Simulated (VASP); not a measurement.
Set up this calculation in VASP 6.6.1, as the native input.

- Task: single point
- Functional: PBE
- Dispersion: D3(BJ)
- Potentials or basis: VASP PAW PBE potentials, release 64 (W_sv, C, Si)
- Cutoff: 520 eV
- k mesh: 4 × 4 × 1
- Occupations: gaussian, width 0.05 eV
- Spin: no spin polarisation
- Dipole correction: no
- Further INCAR settings: LREAL = Auto; ALGO = Normal; EDIFF = 1e-06; NBANDS = 88

The structure of SiW8C8 lies in POSCAR:

```
SiW8C8
1.0
    5.8331890000      0.0000000000      0.0000000000
    0.0000000000      5.6788720000      0.0000000000
    0.0000000000      0.0000000000     15.2097410000
W C Si
8 8 1
Direct
    0.0000000000      0.0000000000      0.0657473000
    0.2552470482      0.0105103030      0.2293534426
    0.0000000000      0.5000000000      0.0657473000
    0.2377244690      0.5075762010      0.2311053201
    0.5000000000      0.0000000000      0.0657473000
    0.7538351468     -0.0084143378      0.2284270973
    0.5000000000      0.5000000000      0.0657473000
    0.7466242923      0.4906079332      0.2290792420
    0.5029843284      0.2514580363      0.1690039182
    0.2453374108      0.2725275445      0.3292654641
    0.4988033172      0.7493051523      0.1742226217
    0.0930919977      0.8174952568      0.3188484335
    0.9992584320      0.2510602432      0.1683369288
    0.7285573991      0.2240655585      0.3265339774
    0.9936146000      0.7500313238      0.1646896884
    0.9342807823      0.6611784547      0.3404194495
    0.9730510878      0.3519039950      0.3799451134
```

The input as run:

INCAR

```
  PREC = Accurate
  ENCUT = 520
  EDIFF = 1E-6
  ISMEAR = 0
  SIGMA = 0.05
  LREAL = Auto
  LASPH = True
  NELM = 60
  ALGO = Normal
  ISIF = 2
  LWAVE = False
  LCHARG = False
  GGA = PE
  IVDW = 12
  NBANDS = 88
```

KPOINTS

```
Automatic mesh
0
Gamma
  4 4 1
```

Potentials or basis: VASP PAW PBE potentials, release 64 (W_sv, C, Si).

Launch:

```bash
$ cat potpaw_PBE.64/W_sv/POTCAR potpaw_PBE.64/C/POTCAR potpaw_PBE.64/Si/POTCAR > POTCAR
$ mpirun -np 1 vasp_std > vasp.out
```

Results of the run:

```json
{
 "Largest force": "0.710 eV/Å",
 "Band gap on the k mesh": "zero (bands 74 and 75 overlap by 0.42 eV)",
 "Dispersion energy per atom": "-0.267 eV"
}
```

Caveat: there is no dipole correction, which matters where the two faces differ; spin-orbit coupling is left out, which moves the levels of the heavy elements.

It took 16 min on 1 thread of Intel(R) Xeon(R) Platinum 8259CL CPU @ 2.50GHz (Skylake/Cascade Lake), on a shared host, peak memory 0.68 GiB.
